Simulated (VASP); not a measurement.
RbBH4, 6 atoms in the cell. Symmetry: F-43m, No. 216, cubic system. Conventional cell: a = 6.906 Å, b = 6.906 Å, c = 6.906 Å, α = 90.00°, β = 90.00°, γ = 90.00°. Rb (site symmetry -43m) has 12 H at 2.92 Å and 6 B at 3.45 Å within 3.8 Å. Within 1.6 Å of B (site symmetry -43m) lie 4 H at 1.23 Å. H (site symmetry 3m) has 1 B at 1.23 Å within 1.6 Å. 

* Program: VASP 6.6.1
* Task: relaxation of cell and atoms
* Functional: PBEsol
* Dispersion: D3(BJ)
* Potentials or basis: VASP PAW PBE potentials, release 64 (Rb_sv, B, H)
* Cutoff: 600 eV
* k mesh: 6 × 6 × 6
* Occupations: gaussian, width 0.01 eV
* Spin: no spin polarisation
* Dipole correction: no
* Further INCAR settings: ALGO = Normal; EDIFF = 1e-07; IBRION = 2; EDIFFG = -0.02; NSW = 80; ISIF = 3

Potentials or basis: VASP PAW PBE potentials, release 64 (Rb_sv, B, H).

Command:

```console
$ cat potpaw_PBE.64/Rb_sv/POTCAR potpaw_PBE.64/B/POTCAR potpaw_PBE.64/H/POTCAR > POTCAR
$ mpirun -np 1 vasp_std > vasp.out
```

Hardware: 1 thread of Intel Xeon 8259CL, with other jobs on the host.

Question: How long does it take, and how much memory?

Answer: Wall time 8.9 min on 1 thread of Intel Xeon 8259CL, with other jobs on the host, peak memory 0.26 GiB. Counts: scf iterations 77, k points 32, ion steps 8.
